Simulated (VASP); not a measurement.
Set up this calculation in VASP 6.6.1, as the native input.

```yaml
Task: single point
Functional: LDA
Potentials_or_basis: VASP PAW LDA potentials, release 64 (Co)
Cutoff: 520 eV
k_mesh: 12 × 12 × 7
Occupations: fermi-dirac, width 0.05 eV
Spin: collinear spin, ferromagnetic start
Starting_moments: "[2.0, 2.0] μB"
Dipole_correction: no
Further_INCAR_settings: ALGO = Normal; EDIFF = 1e-06; NBANDS = 20
```

The structure of Co lies in POSCAR:

```
Co
1.0
    2.4873648738      0.0000000000      0.0000000000
   -1.2436824369      2.1541211692      0.0000000000
    0.0000000000      0.0000000000      4.0632895034
Co
2
Direct
    0.3333333333      0.6666666667      0.7401390000
    0.6666666667      0.3333333333      0.2598610000
```

These files were run (other wordings do the same):

INCAR

```
SYSTEM = Co
ALGO = Normal
EDIFF = 1E-6
ENCUT = 520
GGA = CA
ISIF = 2
ISMEAR = -1
ISPIN = 2
LASPH = .True.
LCHARG = .True.
LELF = .True.
LMAXMIX = 4
LORBIT = 11
LREAL = .False.
LVHAR = .True.
LWAVE = .False.
MAGMOM = 2 2
NBANDS = 20
NELM = 150
PREC = Accurate
SIGMA = 0.05
```

KPOINTS

```
k-points
0
Gamma
  12 12 7
  0 0 0
```

Potentials or basis: VASP PAW LDA potentials, release 64 (Co).

The run is started by

```console
$ cat potpaw_LDA.64/Co/POTCAR > POTCAR
$ mpirun -np 1 vasp_std > vasp.out
```

Results of the run:

```json
{
 "Pressure": "-18.8 GPa",
 "Largest force": "0.410 eV/Å",
 "Net moment": "3.09 μB per cell",
 "Site moments": "Co +1.55 μB",
 "Valence electrons inside the program's atomic spheres": "Co 8.28"
}
```

It took 66 s on 1 thread of AMD EPYC 9R45 (Zen 5), on a shared host, peak memory 0.14 GiB.
